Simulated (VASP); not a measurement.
# Cu in VASP: notebook, part 2 of 3

VASP 6.6.1. Earlier steps stand in the parts before.

## (3) Single point, LDA

This run uses another cell than the first one, of 10.89 Å³/atom, 0.952 times its volume.

File INCAR:

```
SYSTEM = Cu
  PREC = Accurate
  ENCUT = 520
  EDIFF = 1E-7
  ISMEAR = -1
  SIGMA = 0.05
  LREAL = .FALSE.
  LASPH = .TRUE.
  NELM = 80
  ALGO = Normal
  ISIF = 2
  LWAVE = .FALSE.
  LCHARG = .TRUE.
  LELF = .TRUE.
  LVHAR = .TRUE.
  NBANDS = 12
```

File KPOINTS:

```
regular mesh
0
G
  13 12 13
  0 0 0
```

File POSCAR:

```
Cu
1.0
    0.0025544277      1.7514738412      1.7571836948
    1.7672860000     -0.0076819528      1.7672676290
    1.7571361610      1.7514998850      0.0025355059
Cu
1
Direct
    0.0000000000      0.0000000000      0.0000000000
```

Potentials or basis: VASP PAW LDA potentials, release 64 (Cu).

Launch:

```console
> cat potpaw_LDA.64/Cu/POTCAR > POTCAR
> mpirun -np 1 vasp_std > vasp.out
```

OUTCAR:

```text
SYSTEM = Cu
   PREC = Accurate
   ENCUT = 520
   EDIFF = 1E-7
   ISMEAR = -1
   LREAL = .FALSE.
   LASPH = .TRUE.
   NELM = 80
   ISIF = 2

 ion  position               nearest neighbor table
   1  0.000  0.000  0.000-

  LATTYP: Found a base centered monoclinic cell.
 ALAT       =     4.3219064951
 B/A-ratio  =     0.5741448312
 C/A-ratio  =     0.5782907724
 COS(beta)  =    -0.5832651231

  Lattice vectors:

 A1 = (  -0.0101498390,   1.7591818378,  -1.7647321231)
 A2 = (  -1.7647315723,   1.7591557940,  -0.0100839342)
 A3 = (   1.7672860000,  -0.0076819528,   1.7672676290)

Analysis of symmetry for initial positions (statically):
=====================================================================
 Subroutine PRICEL returns:
 Original cell was already a primitive cell.

 Routine SETGRP: Setting up the symmetry group for a
 base centered monoclinic supercell.

 Subroutine GETGRP returns: Found  4 space group operations
 (whereof  4 operations were pure point group operations)
 out of a pool of  4 trial point group operations.

The static configuration has the point symmetry C_2h.

Analysis of symmetry for dynamics (positions and initial velocities):
=====================================================================
 Subroutine PRICEL returns:
 Original cell was already a primitive cell.

 Routine SETGRP: Setting up the symmetry group for a
 base centered monoclinic supercell.

 Subroutine GETGRP returns: Found  4 space group operations
 (whereof  4 operations were pure point group operations)
 out of a pool of  4 trial point group operations.

The dynamic configuration has the point symmetry C_2h.

 Subroutine INISYM returns: Found  4 space group operations
 (whereof  4 operations are pure point group operations),
 and found     1 'primitive' translations

----------------------------------------------------------------------------------------

                                     Primitive cell

  volume of cell :      10.8861

  direct lattice vectors                    reciprocal lattice vectors
     0.002554428  1.751473841  1.757183695    -0.284344345  0.284845938  0.285585468
     1.767286000 -0.007681953  1.767267629     0.282312171 -0.283629303  0.282297269
     1.757136161  1.751499885  0.002535506     0.285578318  0.284853552 -0.284343086

  length of vectors
     2.481000137  2.499318645  2.480984838     0.493505800  0.489732061  0.493505332

  position of ions in fractional coordinates (direct lattice)
     0.000000000  0.000000000  0.000000000

  ion indices of the primitive-cell ions
   primitive index   ion index
                 1           1

----------------------------------------------------------------------------------------

 KPOINTS: regular mesh

Automatic generation of k-mesh.
 Grid dimensions read from file:
 generate k-points for:   13   12   13

 Generating k-lattice:

  Cartesian coordinates                     Fractional coordinates (reciprocal lattice)
    -0.021872642  0.021911226  0.021968113     0.076923077  0.000000000 -0.000000000
     0.023526014 -0.023635775  0.023524772     0.000000000  0.083333333  0.000000000
     0.021967563  0.021911812 -0.021872545    -0.000000000 -0.000000000  0.076923077

  Length of vectors
     0.037961985  0.040811005  0.037961949

  Shift w.r.t. Gamma in fractional coordinates (k-lattice)
     0.000000000  0.000000000  0.000000000

 Subroutine IBZKPT returns following result:
 ===========================================

 Found    553 irreducible k-points:

 Following reciprocal coordinates:
            Coordinates               Weight
  0.000000  0.000000  0.000000      1.000000
  0.076923  0.000000  0.000000      4.000000
  0.153846  0.000000  0.000000      4.000000
  0.230769  0.000000  0.000000      4.000000
  0.307692  0.000000  0.000000      4.000000
  0.384615 -0.000000 -0.000000      4.000000
[... 16 lines left out ...]
  0.153846  0.166667  0.000000      4.000000
  0.230769  0.166667  0.000000      4.000000
 [... further k-points ...]
   k-points           NKPTS =    553   k-points in BZ     NKDIM =    553   number of bands    NBANDS=     12
   number of dos      NEDOS =    301   number of ions     NIONS =      1
   total plane-waves  NPLWV =   6480
   dimension x,y,z NGX =    18 NGY =   20 NGZ =   18
   dimension x,y,z NGXF=    36 NGYF=   40 NGZF=   36
   ions per type =               1
   NGX,Y,Z   is equivalent  to a cutoff of  12.06, 13.30, 12.06 a.u.
   NGXF,Y,Z  is equivalent  to a cutoff of  24.12, 26.61, 24.12 a.u.
 SYSTEM =  Cu
   PREC   = accura    normal or accurate (medium, high low for compatibility)
   ISTART =      0    job   : 0-new  1-cont  2-samecut
   ICHARG =      2    charge: 1-file 2-atom 10-const
   ISPIN  =      1    spin polarized calculation?
   LNONCOLLINEAR =      F non collinear calculations
   LSORBIT =      F    spin-orbit coupling
   LASPH  =      T    aspherical Exc in radial PAW
   ENCUT  =  520.0 eV  38.22 Ry    6.18 a.u.   4.61  4.65  4.61*2*pi/ulx,y,z
   NELM   =     80;   NELMIN=  2; NELMDL= -5     # of ELM steps
   EDIFF  = 0.1E-06   stopping-criterion for ELM
   LREAL  =      F    real-space projection
   EDIFFG = 0.1E-05   stopping-criterion for IOM
   NSW    =      0    number of steps for IOM
   IBRION =     -1    ionic relax: 0-MD 1-quasi-New 2-CG
   NFREE  =      0    steps in history (QN), initial steepest desc. (CG)
   ISIF   =      2    stress and relaxation
   ISYM   =      2    0-nonsym 1-usesym 2-fastsym
   POTIM  = 0.5000    time-step for ionic-motion
   TEBEG  =    0.0;   TEEND  =   0.0 temperature during run
   PSTRESS=    0.0 pullay stress
   NELECT =      11.0000    total number of electrons
   NUPDOWN=      -1.0000    fix difference up-down
   EMIN   =  10.00;   EMAX   =-10.00  energy-range for DOS
   EFERMI =   0.00;   METHOD = LEGACY
   ISMEAR =    -1;   SIGMA  =   0.05  broadening in eV -4-tet -1-fermi 0-gaus
   EFERMI_NEDOS =   21; number of points for ismear=-14 and -15
   IALGO  =     38    algorithm
   IMIX   =      4    mixing-type and parameters
     AMIX     =   0.40;   BMIX     =  1.00
     AMIX_MAG =   1.60;   BMIX_MAG =  1.00
  volume/ion in A,a.u.               =      10.89        73.46
  Fermi-wavevector in a.u.,A,eV,Ry     =   1.642791  3.104424 36.718871  2.698761
  Thomas-Fermi vector in A             =   2.733034
   LORBIT       =      0    0 simple, 1 ext, 2 COOP (PROOUT), +10 PAW based schemes
   GGA     = CA    functional components
   LHFCALC =     F    Hartree Fock is set to
   AEXX    =    0.0000 exact exchange contribution
   IVDW    =     0    specifies the selected vdW correction
   LEPSILON=     F    determine dielectric tensor
   LRPA    =     F    only Hartree local field effects (RPA)
 non-spin polarized calculation
  energy-cutoff  :      520.00
  volume of cell :       10.89
 maximum number of plane-waves:       303
   NGX =  9   NGY =  9   NGZ =  9

 number of electron      11.0000004 magnetization

 Free energy of the ion-electron system (eV)
  ---------------------------------------------------
  ext. energy  EPLUGINS =         0.00000000
  ---------------------------------------------------
  free energy    TOTEN  =        -4.71282305 eV

  energy without entropy =       -4.71150990  energy(sigma->0) =       -4.71216648

 E-fermi :   8.4329     XC(G=0): -13.5856

 val. band max:        8.4239147020   @ k =  -0.4615   0.4167   0.4615
 cond. band min:       8.4345724687   @ k =   0.4615   0.0000   0.2308
 fundamental gap:      0.0106577666
 Fermi energy:         8.4329450922

 k-point     1 :       0.0000    0.0000    0.0000
  band No.  band energies     occupation
      1      -1.5807      2.00000
      2       5.0386      2.00000
      3       5.0827      2.00000
      4       5.0869      2.00000
      5       6.0114      2.00000
      6       6.0301      2.00000
      7      31.7165      0.00000
      8      34.5851      0.00000
      9      34.9513      0.00000
     10      35.0298      0.00000
     11      37.2367      0.00000
     12      37.5401      0.00000
[... 331 lines left out ...]
 k-point    24 :       0.2308    0.1667    0.0000
  band No.  band energies     occupation
      1       0.4460      2.00000
      2       4.5100      2.00000
      3       5.4160      2.00000
      4       5.5595      2.00000
      5       5.7197      2.00000
      6       6.2417      2.00000
      7      26.1398      0.00000
      8      28.2664      0.00000
      9      29.5986      0.00000
     10      30.8924      0.00000
     11      34.2639      0.00000
     12      42.5330      0.00000

 [... further k-points ...]

------------------------ aborting loop because EDIFF is reached ----------------------------------------

  FORCE on cell =-STRESS in cart. coord.  units (eV):
  Direction    XX          YY          ZZ          XY          YZ          ZX
  --------------------------------------------------------------------------------------
  -------------------------------------------------------------------------------------
  Total        0.0578859      0.0573999      0.0578874     -0.0011214     -0.0011241      0.0005654
  in kB        8.5194725      8.4479397      8.5196986     -0.1650442     -0.1654442      0.0832171
  external PRESSURE =       8.4957036 kB  Pullay stress =       0.0000000 kB

 VOLUME and BASIS-vectors are now :
 -----------------------------------------------------------------------------
  energy-cutoff  :      520.00
  volume of cell :       10.89
      direct lattice vectors                 reciprocal lattice vectors
     0.002554428  1.751473841  1.757183695    -0.284344345  0.284845938  0.285585468
     1.767286000 -0.007681953  1.767267629     0.282312171 -0.283629303  0.282297269
     1.757136161  1.751499885  0.002535506     0.285578318  0.284853552 -0.284343086

 POSITION                                       TOTAL-FORCE (eV/Angst)
 -----------------------------------------------------------------------------------
      0.00000      0.00000      0.00000         0.000000      0.000000      0.000000
 -----------------------------------------------------------------------------------
    total drift:                                0.000000     -0.000000      0.000000

  FREE ENERGIE OF THE ION-ELECTRON SYSTEM (eV)
  ---------------------------------------------------
  free  energy   TOTEN  =        -4.7128230495 eV

  energy  without entropy=       -4.7115099029  energy(sigma->0) =       -4.71216648
```

Wall time 46 s (1 thread of Intel Xeon Platinum 8559C (Emerald Rapids), shared host); peak memory 0.17 GiB.

What came out:

* Free energy: -4.7128 eV
* Pressure: 0.8 GPa

[end of part 2 of 3]
